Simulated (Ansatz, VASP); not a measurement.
# SnO in VASP and in Ansatz

INCAR

```
PREC = Accurate
ENCUT = 520
EDIFF = 1E-6
ISMEAR = -1
SIGMA = 0.01
LREAL = F
LASPH = T
NELM = 80
ALGO = Normal
ISIF = 2
LWAVE = F
LCHARG = F
GGA = PS
NBANDS = 28
```

Contents of KPOINTS:

```
Automatic mesh
0
Gamma
  8 8 6
```

Contents of POSCAR:

```
SnO
1.0
    3.8020000000     -0.0380200000     -0.0380200000
   -0.0380200000      3.8020000000     -0.0380200000
   -0.0483600000     -0.0483600000      4.8360000000
Sn O
2 2
Direct
    0.0000000000      0.5000000000      0.2385000000
    0.5000000000      0.0000000000      0.7615000000
    0.0000000000      0.0000000000      0.0000000000
    0.5000000000      0.5000000000      0.0000000000
```

Input for Ansatz:

```yaml
crystal:
  lattice:
    - [3.802, -0.03802, -0.03802]
    - [-0.03802, 3.802, -0.03802]
    - [-0.04836, -0.04836, 4.836]
  atoms:
    - { symbol: Sn, position: [0.0, 0.5, 0.2385] }
    - { symbol: Sn, position: [0.5, 0.0, 0.7615] }
    - { symbol: O, position: [0.0, 0.0, 0.0] }
    - { symbol: O, position: [0.5, 0.5, 0.0] }
kpoints:
  mp_grid: { grid: [8, 8, 6] }
  band_path:
    path:
      - [0.0, 0.0, 0.0]
      - [-0.5, 0.5, 0.0]
      - [-0.5, 0.5, 0.5]
      - [0.0, 0.0, 0.5]
      - [0.0, 0.0, 0.0]
      - [-0.5, 0.0, 0.5]
      - [0.0, 0.0, 0.0]
      - [-0.5, 0.0, 0.0]
    npoints: 5
scf:
  occupations: { method: fermi_dirac, width: 0.01 }
hamiltonian:
  xc: pbesol
  pseudopotentials: { kind: all_electron, lapw: { basis_error: 0.001 } }
output:
  forces: true
  stress: true
  eigenvalues: true
```

Change from the starting cell: equal xy, yz and zx shear strains of -2 %.

Alike in both runs: task single point; functional PBEsol; k mesh 8 × 8 × 6; occupations fermi-dirac, width 0.01 eV; no spin polarisation.

|  | VASP | Ansatz |
| --- | --- | --- |
| version | VASP 6.6.1 | Ansatz 0.2.0 |
| potentials or method | VASP PAW PBE potentials, release 64 (Sn_d, O), cutoff 520 eV | all-electron LAPW, scalar-relativistic |

```csv
,VASP,Ansatz,Ansatz less VASP
pressure (GPa),0.3,0.0,-0.27
"traceless stress, the component that is largest in VASP (GPa)",1.68,1.68,+0.007
rms of the force components (eV/Å),0.105,0.084,-0.0214
```

VASP's potentials were made for PBE, not for PBEsol. Atom by atom the forces differ by 0.036 eV/Å (rms over components). Ansatz ran all-electron here, and VASP with PAW potentials.
